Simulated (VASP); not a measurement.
Input of a VASP 6.6.1 run:

File INCAR:

```
ALGO     = Normal         # electronic algorithm
EDIFF    = 1E-7           # SCF threshold, eV
ENCUT    = 520            # plane-wave cutoff, eV
GGA      = PE             # functional
ISIF     = 2              # what is computed and relaxed
ISMEAR   = 0              # smearing method
LASPH    = T              # aspherical terms in the spheres
LCHARG   = F              # write CHGCAR
LREAL    = F              # projectors in reciprocal space
LWAVE    = F              # write WAVECAR
NBANDS   = 27             # bands
NELM     = 60             # most SCF steps
PREC     = Accurate       # precision mode
SIGMA    = 0.05           # smearing width, eV
```

File KPOINTS:

```
k-points
0
Gamma
  10 10 6
```

File POSCAR:

```
SbMo
1.0
    4.3214798668      0.0000000000      0.0000000000
   -2.1607399334      3.7425113466      0.0000000000
    0.0000000000      0.0000000000      5.2357670873
Mo Sb
2 2
Direct
    0.0000000000      0.0000000000      0.0000000000
    0.0000000000      0.0000000000      0.5000000000
    0.3333333333      0.6666666667      0.2500000000
    0.6666666667      0.3333333333      0.7500000000
```

Potentials or basis: VASP PAW PBE potentials, release 64 (Mo_sv, Sb).

Run with:

```console
$ cat potpaw_PBE.64/Mo_sv/POTCAR potpaw_PBE.64/Sb/POTCAR > POTCAR
$ mpirun -np 1 vasp_std > vasp.out
```

Task: Estimate the pressure.

Result: 2.8 GPa.

Task: Predict the band gap on the k mesh.

Result: Zero (band 19 reaches 10.35 eV, above the bottom of band 20 at 8.85 eV).

Stress tensor (GPa, compression positive):
```
2.75 0.00 0.00
0.00 2.75 0.00
0.00 0.00 2.85
```

Caveat: spin-orbit coupling is left out, which moves the levels of the heavy elements.
